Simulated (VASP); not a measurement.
The system is SnTe2.

```xyz
6
Lattice="6.9586 0.0000 0.0000 0.0000 6.9586 0.0000 0.0000 0.0000 4.4179" Properties=species:S:1:pos:R:3 pbc="T T T"
Sn    0.0000    0.0000    0.0000
Sn    3.4793    3.4793    2.2090
Te    2.1039    2.1039    0.0000
Te    1.3753    5.5832    2.2090
Te    5.5832    1.3753    2.2090
Te    4.8546    4.8546    0.0000
```

Base run:

* Program: VASP 6.6.1
* Functional: PBE
* Potentials or basis: VASP PAW PBE potentials, release 64 (Sn_d, Te)
* Cutoff: 520 eV
* k mesh: 4 × 4 × 4
* Occupations: fermi-dirac, width 0.02 eV
* Spin: no spin polarisation

Its results: band gap on the k mesh zero (band 26 reaches 4.71 eV, above the bottom of band 27 at 4.61 eV); pressure 1.2 GPa; largest force 0.131 eV/Å.

Question: The run is repeated on the same cell with these changes: dispersion from none to D3(BJ). What comes out?

Answer: Band gap on the k mesh zero (band 26 reaches 4.71 eV, above the bottom of band 27 at 4.61 eV); pressure -0.5 GPa; largest force 0.144 eV/Å.

Dispersion adds attraction, which lowers the pressure at fixed volume and, as a term added to the energy, leaves the levels alone.

Caveats: spin-orbit coupling is left out, which moves the levels of the heavy elements; pairwise dispersion overbinds metals, which lowers pressure and volume (some runs).
